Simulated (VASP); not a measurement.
Write the native input for VASP 6.6.1 that does the following.

```
Task                   : single point
Functional             : r2SCAN
Potentials or basis    : VASP PAW PBE potentials, release 64 (Li_sv, H)
Cutoff                 : 830 eV
k mesh                 : 10 × 10 × 10
Occupations            : gaussian, width 0.01 eV
Spin                   : no spin polarisation
Dipole correction      : no
Further INCAR settings : ALGO = Normal; EDIFF = 1e-06; NBANDS = 9
```

LiH:

```
Li H
1.0
     0.00000    1.98316    1.98316
     1.98316    0.00000    1.98316
     1.98316    1.98316    0.00000
Li H
1 1
Direct
  0.00000 0.00000 0.00000
  0.50000 0.50000 0.50000
```

This cell differs from its parent crystal: volume changed by -3%.

One way to write it, as run:

POSCAR

```
LiH
1.0
    0.0000000000      1.9831609796      1.9831609796
    1.9831609796      0.0000000000      1.9831609796
    1.9831609796      1.9831609796      0.0000000000
Li H
1 1
Direct
    0.0000000000      0.0000000000      0.0000000000
    0.5000000000      0.5000000000      0.5000000000
```

INCAR.step1

```
  PREC = Accurate
  ENCUT = 830
  ISMEAR = 0
  SIGMA = 0.01
  LREAL = F
  LASPH = T
  NELM = 120
  NBANDS = 9
  GGA = PE
  ALGO = Normal
  EDIFF = 1E-5
  LWAVE = T
  LCHARG = F
  GGA_COMPAT = F
```

INCAR.step2

```
  PREC = Accurate
  ENCUT = 830
  EDIFF = 1E-6
  ISMEAR = 0
  SIGMA = 0.01
  LREAL = F
  LASPH = T
  NELM = 120
  ALGO = Normal
  ISIF = 2
  LWAVE = F
  LCHARG = T
  METAGGA = R2SCAN
  LMIXTAU = T
  LELF = T
  LVHAR = T
  NBANDS = 9
  ISTART = 1
  GGA_COMPAT = F
```

KPOINTS

```
Automatic mesh
0
Gamma
  10 10 10
```

Potentials or basis: VASP PAW PBE potentials, release 64 (Li_sv, H).

Command:

```bash
$ cat potpaw_PBE.64/Li_sv/POTCAR potpaw_PBE.64/H/POTCAR > POTCAR
$ cp INCAR.step1 INCAR
$ mpirun -np 1 vasp_std > vasp.out
$ cp INCAR.step2 INCAR
$ mpirun -np 1 vasp_std > vasp.out
```

It gave:

* Pressure: 0.8 GPa
* Band gap on the k mesh: 3.56 eV, direct

Caveat: the PAW data sets were made with another functional, which shifts forces and pressure a little.

It took 110 s on 1 thread of Intel Xeon 8259CL, on a shared host, peak memory 0.16 GiB.
